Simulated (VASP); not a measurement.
# AlN: relaxation of cell and atoms with PBEsol

AlN:

```
Al N
1.0
     3.11300    0.00000    0.00000
    -1.55650    2.69594    0.00000
     0.00000    0.00000    4.98100
Al N
2 2
Direct
  0.66667 0.33333 0.50000
  0.33333 0.66667 0.00000
  0.66667 0.33333 0.88000
  0.33333 0.66667 0.38000
```

- Program: VASP 6.6.1
- Task: relaxation of cell and atoms
- Functional: PBEsol
- Potentials or basis: VASP PAW PBE potentials, release 64 (Al, N)
- Cutoff: 600 eV
- k mesh: 10 × 10 × 6
- Occupations: fermi-dirac, width 0.05 eV
- Spin: no spin polarisation
- Dipole correction: no
- Further INCAR settings: ALGO = Normal; EDIFF = 1e-06; IBRION = 2; EDIFFG = -0.02; NSW = 80; ISIF = 3

```
Relaxed volume                         : 10.45 Å³/atom
Relaxed cell                           : a = 3.111 Å, b = 3.111 Å, c = 4.990 Å, α = 90.00°, β = 90.00°, γ = 120.00°
Space group after relaxing (to 0.05 Å) : P6_3mc (No. 186)
Energy gained by relaxing              : 0.3 meV/atom
Ionic steps                            : 3
Pressure after relaxing                : 0.0 GPa
Largest force after relaxing           : 0.014 eV/Å
Band gap on the k mesh                 : 4.13 eV, direct
```

Forces on the atoms (eV/Å):
```
Al   0.000  0.000 -0.014
Al   0.000  0.000 -0.014
N    0.000  0.000  0.014
N    0.000  0.000  0.014
```

Stress tensor (GPa, compression positive):
```
 0.20  0.00  0.00
 0.00  0.20  0.00
 0.00  0.00 -0.27
```

Step by step:
```
step  energy change (eV)  largest force (eV/Å)  pressure (GPa)  volume (Å³)
   1              0.0000                0.1321            0.04        41.80
   2             -0.0003                0.0871            0.02        41.82
   3             -0.0012                0.0143            0.05        41.81
```

Final structure:
```yaml
crystal:
  lattice:
    - [3.11063, 0.00000, 0.00000]
    - [-1.55532, 2.69389, 0.00000]
    - [0.00000, 0.00000, 4.98956]
  atoms:
    - { symbol: Al, position: [0.66667, 0.33333, 0.49933] }
    - { symbol: Al, position: [0.33333, 0.66667, 0.99933] }
    - { symbol: N, position: [0.66667, 0.33333, 0.88067] }
    - { symbol: N, position: [0.33333, 0.66667, 0.38067] }
```

Levels at points of the mesh, in eV from the valence-band top:
| k point | band 5 | band 6 | band 7 | band 8 | band 9 | band 10 | band 11 | band 12 |
| --- | --- | --- | --- | --- | --- | --- | --- | --- |
| (0.00, 0.00, 0.00) | -0.85 | -0.20 | -0.20 | 0.00 | 4.13 | 6.59 | 10.50 | 11.06 |
| (0.50, 0.00, 0.00) | -3.37 | -2.09 | -1.80 | -0.68 | 5.67 | 5.70 | 8.09 | 10.17 |
| (0.00, 0.00, 0.50) | -0.53 | -0.53 | -0.53 | -0.53 | 6.39 | 6.39 | 10.21 | 10.21 |
| (0.50, 0.00, 0.50) | -1.46 | -1.46 | -1.37 | -1.37 | 5.18 | 5.18 | 9.14 | 9.14 |

Wall time 25 s on 1 thread of Intel(R) Xeon(R) 6975P-C (Granite Rapids) (shared host), peak memory 0.18 GiB.

Caveat: the PAW data sets were made with another functional, which shifts forces and pressure a little. A hybrid or GW would open this gap; PBEsol tends to underestimate it.
